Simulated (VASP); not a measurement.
# SnO2 (Pnnm) in VASP: further runs

Runs on SnO2. Level: LDA. Tasks: single point.

Everything below comes from runs of VASP 6.6.1. Logs are shortened: lines on timing, memory, paths and dates and some standing lists are left out, and cuts for length are marked.

### 1 The cell of the first run

It takes space group Pnnm (No. 58, orthorhombic). The conventional cell has a = 4.471 Å, b = 5.044 Å, c = 3.408 Å, α = 90.00°, β = 90.00°, γ = 90.00°. Sn (site symmetry 2/m) has 6 O at 2.08 to 2.14 Å within 2.8 Å. O (site symmetry m) has 3 Sn at 2.08 to 2.14 Å and 1 O at 2.58 Å within 2.8 Å.

### 2 Single point, LDA

Input file INCAR:

```
PREC = Accurate ; ENCUT = 520
EDIFF = 1E-6 ; ISMEAR = 0
SIGMA = 0.05 ; LREAL = F
LASPH = T ; NELM = 100
ALGO = Normal ; ISIF = 2
LWAVE = F ; LCHARG = F
GGA = CA ; NBANDS = 35
```

Input file KPOINTS:

```
Automatic mesh
0
Gamma
  6 6 10
```

Input file POSCAR:

```
SnO2
1.0
    4.4707651300      0.0000000000      0.0000000000
    0.0000000000      5.0443528235      0.0000000000
    0.0000000000      0.0000000000      3.4075737102
Sn O
2 4
Direct
    0.5000000000      0.5000000000      0.5000000000
    0.0000000000      0.0000000000      0.0000000000
    0.3046825777      0.3115013876      0.0000000000
    0.8046825777      0.1884986124      0.5000000000
    0.1953174223      0.8115013876      0.5000000000
    0.6953174223      0.6884986124      0.0000000000
```

Potentials or basis: VASP PAW LDA potentials, release 64 (Sn_d, O).

Launch:

```sh
$ cat potpaw_LDA.64/Sn_d/POTCAR potpaw_LDA.64/O/POTCAR > POTCAR
$ mpirun -np 1 vasp_std > vasp.out
```

OUTCAR:

```text
PREC = Accurate
   ENCUT = 520
   EDIFF = 1E-6
   ISMEAR = 0
   LREAL = F
   LASPH = T
   NELM = 100
   ISIF = 2
   GGA = CA

 ion  position               nearest neighbor table
   1  0.500  0.500  0.500-   4 2.08   5 2.08   3 2.14   6 2.14   3 2.14   6 2.14
   2  0.000  0.000  0.000-   3 2.08   6 2.08   5 2.14   4 2.14   4 2.14   5 2.14
   3  0.305  0.312  0.000-   2 2.08   1 2.14   1 2.14
   4  0.805  0.188  0.500-   1 2.08   2 2.14   2 2.14
   5  0.195  0.812  0.500-   1 2.08   2 2.14   2 2.14
   6  0.695  0.688  0.000-   2 2.08   1 2.14   1 2.14

  LATTYP: Found a simple orthorhombic cell.
 ALAT       =     3.4075737102
 B/A-ratio  =     1.3120083409
 C/A-ratio  =     1.4803356442

  Lattice vectors:

 A1 = (   0.0000000000,   0.0000000000,   3.4075737102)
 A2 = (   4.4707651300,   0.0000000000,   0.0000000000)
 A3 = (   0.0000000000,   5.0443528235,   0.0000000000)

Analysis of symmetry for initial positions (statically):
=====================================================================
 Subroutine PRICEL returns:
 Original cell was already a primitive cell.

 Routine SETGRP: Setting up the symmetry group for a
 simple orthorhombic supercell.

 Subroutine GETGRP returns: Found  8 space group operations
 (whereof  4 operations were pure point group operations)
 out of a pool of  8 trial point group operations.

The static configuration has the point symmetry C_2h.
 The point group associated with its full space group is D_2h.

Analysis of symmetry for dynamics (positions and initial velocities):
=====================================================================
 Subroutine PRICEL returns:
 Original cell was already a primitive cell.

 Routine SETGRP: Setting up the symmetry group for a
 simple orthorhombic supercell.

 Subroutine GETGRP returns: Found  8 space group operations
 (whereof  4 operations were pure point group operations)
 out of a pool of  8 trial point group operations.

The dynamic configuration has the point symmetry C_2h.
 The point group associated with its full space group is D_2h.

 Subroutine INISYM returns: Found  8 space group operations
 (whereof  4 operations are pure point group operations),
 and found     1 'primitive' translations

----------------------------------------------------------------------------------------

                                     Primitive cell

  volume of cell :      76.8480

  direct lattice vectors                    reciprocal lattice vectors
     4.470765130  0.000000000  0.000000000     0.223675360  0.000000000  0.000000000
     0.000000000  5.044352823  0.000000000     0.000000000  0.198241486  0.000000000
     0.000000000  0.000000000  3.407573710     0.000000000  0.000000000  0.293463938

  length of vectors
     4.470765130  5.044352823  3.407573710     0.223675360  0.198241486  0.293463938

  position of ions in fractional coordinates (direct lattice)
     0.500000000  0.500000000  0.500000000
     0.000000000  0.000000000  0.000000000
     0.304682578  0.311501388  0.000000000
     0.804682578  0.188498612  0.500000000
     0.195317422  0.811501388  0.500000000
     0.695317422  0.688498612  0.000000000

  ion indices of the primitive-cell ions
   primitive index   ion index
                 1           1
                 2           2
                 3           3
                 4           4
                 5           5
                 6           6

----------------------------------------------------------------------------------------

 KPOINTS: Automatic mesh

Automatic generation of k-mesh.
 Grid dimensions read from file:
 generate k-points for:    6    6   10

 Generating k-lattice:

  Cartesian coordinates                     Fractional coordinates (reciprocal lattice)
     0.037279227  0.000000000  0.000000000     0.166666667  0.000000000  0.000000000
     0.000000000  0.033040248  0.000000000     0.000000000  0.166666667  0.000000000
     0.000000000  0.000000000  0.029346394     0.000000000  0.000000000  0.100000000

  Length of vectors
     0.037279227  0.033040248  0.029346394

  Shift w.r.t. Gamma in fractional coordinates (k-lattice)
     0.000000000  0.000000000  0.000000000

 Subroutine IBZKPT returns following result:
 ===========================================

 Found     96 irreducible k-points:

 Following reciprocal coordinates:
            Coordinates               Weight
  0.000000  0.000000  0.000000      1.000000
  0.166667  0.000000  0.000000      2.000000
  0.333333  0.000000  0.000000      2.000000
  0.500000  0.000000  0.000000      1.000000
  0.000000  0.166667  0.000000      2.000000
  0.166667  0.166667  0.000000      4.000000
[... 16 lines left out ...]
  0.333333  0.166667  0.100000      8.000000
  0.500000  0.166667  0.100000      4.000000
 [... further k-points ...]
   k-points           NKPTS =     96   k-points in BZ     NKDIM =     96   number of bands    NBANDS=     35
   number of dos      NEDOS =    301   number of ions     NIONS =      6
   total plane-waves  NPLWV =  40320
   dimension x,y,z NGX =    36 NGY =   40 NGZ =   28
   dimension x,y,z NGXF=    72 NGYF=   80 NGZF=   56
   ions per type =               2   4
   NGX,Y,Z   is equivalent  to a cutoff of  13.39, 13.18, 13.66 a.u.
   NGXF,Y,Z  is equivalent  to a cutoff of  26.77, 26.37, 27.32 a.u.
 SYSTEM =  unknown system
   PREC   = accura    normal or accurate (medium, high low for compatibility)
   ISTART =      0    job   : 0-new  1-cont  2-samecut
   ICHARG =      2    charge: 1-file 2-atom 10-const
   ISPIN  =      1    spin polarized calculation?
   LNONCOLLINEAR =      F non collinear calculations
   LSORBIT =      F    spin-orbit coupling
   LASPH  =      T    aspherical Exc in radial PAW
   ENCUT  =  520.0 eV  38.22 Ry    6.18 a.u.   8.31  9.38  6.34*2*pi/ulx,y,z
   NELM   =    100;   NELMIN=  2; NELMDL= -5     # of ELM steps
   EDIFF  = 0.1E-05   stopping-criterion for ELM
   LREAL  =      F    real-space projection
   EDIFFG = 0.1E-04   stopping-criterion for IOM
   NSW    =      0    number of steps for IOM
   IBRION =     -1    ionic relax: 0-MD 1-quasi-New 2-CG
   NFREE  =      0    steps in history (QN), initial steepest desc. (CG)
   ISIF   =      2    stress and relaxation
   ISYM   =      2    0-nonsym 1-usesym 2-fastsym
   POTIM  = 0.5000    time-step for ionic-motion
   TEBEG  =    0.0;   TEEND  =   0.0 temperature during run
   PSTRESS=    0.0 pullay stress
   NELECT =      52.0000    total number of electrons
   NUPDOWN=      -1.0000    fix difference up-down
   EMIN   =  10.00;   EMAX   =-10.00  energy-range for DOS
   EFERMI =   0.00;   METHOD = LEGACY
   ISMEAR =     0;   SIGMA  =   0.05  broadening in eV -4-tet -1-fermi 0-gaus
   EFERMI_NEDOS =   21; number of points for ismear=-14 and -15
   IALGO  =     38    algorithm
   IMIX   =      4    mixing-type and parameters
     AMIX     =   0.40;   BMIX     =  1.00
     AMIX_MAG =   1.60;   BMIX_MAG =  1.00
  volume/ion in A,a.u.               =      12.81        86.43
  Fermi-wavevector in a.u.,A,eV,Ry     =   1.437248  2.716005 28.105313  2.065682
  Thomas-Fermi vector in A             =   2.556347
   LORBIT       =      0    0 simple, 1 ext, 2 COOP (PROOUT), +10 PAW based schemes
   GGA     = CA    functional components
   LHFCALC =     F    Hartree Fock is set to
   AEXX    =    0.0000 exact exchange contribution
   IVDW    =     0    specifies the selected vdW correction
   LEPSILON=     F    determine dielectric tensor
   LRPA    =     F    only Hartree local field effects (RPA)
 non-spin polarized calculation
 Gauss-broadening in eV      SIGMA  =   0.05
  energy-cutoff  :      520.00
  volume of cell :       76.85
 maximum number of plane-waves:      2092
 NGX is ok and might be reduce to    36

 number of electron      51.9999994 magnetization

 Free energy of the ion-electron system (eV)
  ---------------------------------------------------
  ext. energy  EPLUGINS =         0.00000000
  ---------------------------------------------------
  free energy    TOTEN  =       -41.76491525 eV

  energy without entropy =      -41.76491493  energy(sigma->0) =      -41.76491509

 E-fermi :   5.1096     XC(G=0): -11.4609

 val. band max:        4.9792490786   @ k =   0.0000   0.0000   0.0000
 cond. band min:       5.2344088216   @ k =   0.0000   0.0000   0.0000
 fundamental gap:      0.2551597430
 Fermi energy:         5.1095749523

 k-point     1 :       0.0000    0.0000    0.0000
  band No.  band energies     occupation
      1     -15.7852      2.00000
      2     -15.1595      2.00000
      3     -15.0789      2.00000
      4     -15.0546      2.00000
      5     -15.0509      2.00000
      6     -15.0471      2.00000
[... 27 lines left out ...]
     34      16.4800      0.00000
     35      16.6716      0.00000

 k-point     2 :       0.1667    0.0000    0.0000
  band No.  band energies     occupation
      1     -15.7516      2.00000
      2     -15.1976      2.00000
      3     -15.0795      2.00000
      4     -15.0689      2.00000
      5     -15.0528      2.00000
      6     -15.0498      2.00000
[... 27 lines left out ...]
     34      16.6634      0.00000
     35      16.7559      0.00000

 k-point     3 :       0.3333    0.0000    0.0000
  band No.  band energies     occupation
      1     -15.6537      2.00000
      2     -15.3313      2.00000
      3     -15.0831      2.00000
      4     -15.0812      2.00000
      5     -15.0491      2.00000
      6     -15.0477      2.00000
[... 27 lines left out ...]
     34      17.1003      0.00000
     35      17.1161      0.00000
[... 723 lines left out ...]
 k-point    23 :       0.3333    0.1667    0.1000
  band No.  band energies     occupation
      1     -15.6230      2.00000
      2     -15.3692      2.00000
      3     -15.1088      2.00000
      4     -15.1073      2.00000
      5     -15.0520      2.00000
      6     -15.0308      2.00000
[... 27 lines left out ...]
     34      16.6959      0.00000
     35      17.1234      0.00000

 k-point    24 :       0.5000    0.1667    0.1000
  band No.  band energies     occupation
      1     -15.5080      2.00000
      2     -15.5080      2.00000
      3     -15.1098      2.00000
      4     -15.1098      2.00000
      5     -15.0394      2.00000
      6     -15.0394      2.00000
[... 27 lines left out ...]
     34      16.0572      0.00000
     35      17.6141      0.00000

 [... further k-points ...]
[... 5 lines left out ...]
  --------------------------------------------------------------------------------------
  -------------------------------------------------------------------------------------
  Total       -2.9203076     -7.2435301    -11.1655053      0.0000000      0.0000000      0.0000000
  in kB      -60.8844821   -151.0178491   -232.7857518      0.0000000      0.0000000      0.0000000
  external PRESSURE =    -148.2293610 kB  Pullay stress =       0.0000000 kB

 VOLUME and BASIS-vectors are now :
 -----------------------------------------------------------------------------
  energy-cutoff  :      520.00
  volume of cell :       76.85
      direct lattice vectors                 reciprocal lattice vectors
     4.470765130  0.000000000  0.000000000     0.223675360  0.000000000  0.000000000
     0.000000000  5.044352823  0.000000000     0.000000000  0.198241486  0.000000000
     0.000000000  0.000000000  3.407573710     0.000000000  0.000000000  0.293463938

 POSITION                                       TOTAL-FORCE (eV/Angst)
 -----------------------------------------------------------------------------------
      2.23538      2.52218      1.70379        -0.000000      0.000000      0.000000
      0.00000      0.00000      0.00000        -0.000000      0.000000      0.000000
      1.36216      1.57132      0.00000        -0.007020     -0.002550      0.000000
      3.59755      0.95085      1.70379        -0.007020      0.002550      0.000000
      0.87322      4.09350      1.70379         0.007020     -0.002550     -0.000000
      3.10860      3.47303      0.00000         0.007020      0.002550     -0.000000
 -----------------------------------------------------------------------------------
    total drift:                                0.000000      0.000000      0.000000

  FREE ENERGIE OF THE ION-ELECTRON SYSTEM (eV)
  ---------------------------------------------------
  free  energy   TOTEN  =       -41.7649152482 eV

  energy  without entropy=      -41.7649149305  energy(sigma->0) =      -41.76491509
```

It took 3.9 min on 1 thread of AMD EPYC 7R43 (Zen 3), shared host; peak memory 0.28 GiB.

Results:

```
Free energy            : -41.7649 eV
Pressure               : -14.8 GPa
Largest force          : 0.007 eV/Å
Band gap on the k mesh : 0.26 eV, direct
```

Forces on the atoms (eV/Å):
```
Sn   0.000  0.000  0.000
Sn   0.000  0.000  0.000
O   -0.007 -0.003  0.000
O   -0.007  0.003  0.000
O    0.007 -0.003  0.000
O    0.007  0.003  0.000
```

Levels at points of the mesh, in eV from the valence-band top:
```tsv
k point	band 24	band 25	band 26	band 27	band 28	band 29
(0.00, 0.00, 0.00)	-0.83	-0.32	0.00	0.26	4.77	5.21
(0.50, 0.00, 0.00)	-1.30	-0.64	-0.64	3.58	3.58	6.04
(0.00, 0.50, 0.00)	-1.14	-0.30	-0.30	3.50	3.50	6.11
(0.50, 0.50, 0.00)	-1.40	-0.62	-0.62	3.72	3.72	6.50
(0.00, 0.00, 0.50)	-1.44	-1.03	-1.03	5.11	5.11	9.11
(0.50, 0.00, 0.50)	-0.59	-0.44	-0.44	5.47	5.47	7.42
(0.00, 0.50, 0.50)	-1.07	-0.63	-0.63	5.40	5.40	7.50
(0.50, 0.50, 0.50)	-0.74	-0.55	-0.55	4.09	4.09	7.87
```

Caveat: spin-orbit coupling is left out, which moves the levels of the heavy elements.

### 3 Single point, LDA

This run uses another cell than the first one, of the same volume but with other edges.

Input file INCAR:

```
SYSTEM = SnO2
PREC = Accurate ; ENCUT = 520
EDIFF = 1E-6 ; ISMEAR = 0
SIGMA = 0.05 ; LREAL = .FALSE.
LASPH = .TRUE. ; NELM = 60
ALGO = Normal ; ISIF = 2
LWAVE = .FALSE. ; LCHARG = .TRUE.
LELF = .TRUE. ; LVHAR = .TRUE.
NBANDS = 35
```

Input file KPOINTS:

```
regular mesh
0
G
  6 6 10
  0 0 0
```

Input file POSCAR:

```
SnO2
1.0
    5.2507267777      0.0000000000      0.0000000000
    0.0000000000      4.6546461666      0.0000000000
    0.0000000000      0.0000000000      3.1443181044
Sn O
2 4
Direct
    0.5000000000      0.5000000000      0.5000000000
    0.0000000000      0.0000000000      0.0000000000
    0.3181187710      0.2972867045      0.0000000000
    0.8181187710      0.2027132955      0.5000000000
    0.1818812290      0.7972867045      0.5000000000
    0.6818812290      0.7027132955      0.0000000000
```

Potentials or basis: VASP PAW LDA potentials, release 64 (Sn_d, O).

Launch:

```sh
$ cat potpaw_LDA.64/Sn_d/POTCAR potpaw_LDA.64/O/POTCAR > POTCAR
$ mpirun -np 1 vasp_std > vasp.out
```

It took 4.6 min on 1 thread of AMD EPYC 7R43 (Zen 3), shared host; peak memory 0.26 GiB.

Results (log left out):

| Item | Value |
| --- | --- |
| Free energy | -41.8715 eV |
| Pressure | -10.4 GPa |
| Largest force | 0.047 eV/Å |
| Band gap on the k mesh | 0.76 eV, direct |

Forces on the atoms (eV/Å):
```
Sn   0.000  0.000  0.000
Sn   0.000  0.000  0.000
O   -0.033 -0.033  0.000
O   -0.033  0.033  0.000
O    0.033 -0.033  0.000
O    0.033  0.033  0.000
```

Stress tensor (GPa, compression positive):
```
-18.23   0.00   0.00
  0.00  -8.34   0.00
  0.00   0.00  -4.65
```

Levels at points of the mesh, in eV from the valence-band top:
| k point | band 23 | band 24 | band 25 | band 26 | band 27 | band 28 | band 29 | band 30 |
| --- | --- | --- | --- | --- | --- | --- | --- | --- |
| (0.00, 0.00, 0.00) | -0.91 | -0.88 | -0.41 | 0.00 | 0.76 | 5.75 | 5.87 | 6.60 |
| (0.50, 0.00, 0.00) | -0.93 | -0.93 | -0.43 | -0.43 | 3.72 | 3.72 | 7.10 | 7.10 |
| (0.00, 0.50, 0.00) | -1.03 | -1.03 | -0.66 | -0.66 | 3.67 | 3.67 | 6.73 | 6.73 |
| (0.50, 0.50, 0.00) | -1.08 | -1.08 | -0.76 | -0.76 | 4.15 | 4.15 | 7.02 | 7.02 |
| (0.00, 0.00, 0.50) | -1.36 | -1.36 | -1.02 | -1.02 | 5.35 | 5.35 | 8.89 | 8.89 |
| (0.50, 0.00, 0.50) | -1.13 | -1.13 | -0.77 | -0.77 | 5.47 | 5.47 | 6.91 | 6.91 |
| (0.00, 0.50, 0.50) | -0.68 | -0.68 | -0.67 | -0.67 | 5.61 | 5.61 | 7.09 | 7.09 |
| (0.50, 0.50, 0.50) | -0.85 | -0.85 | -0.70 | -0.70 | 4.20 | 4.20 | 7.90 | 7.90 |

Caveat: spin-orbit coupling is left out, which moves the levels of the heavy elements.
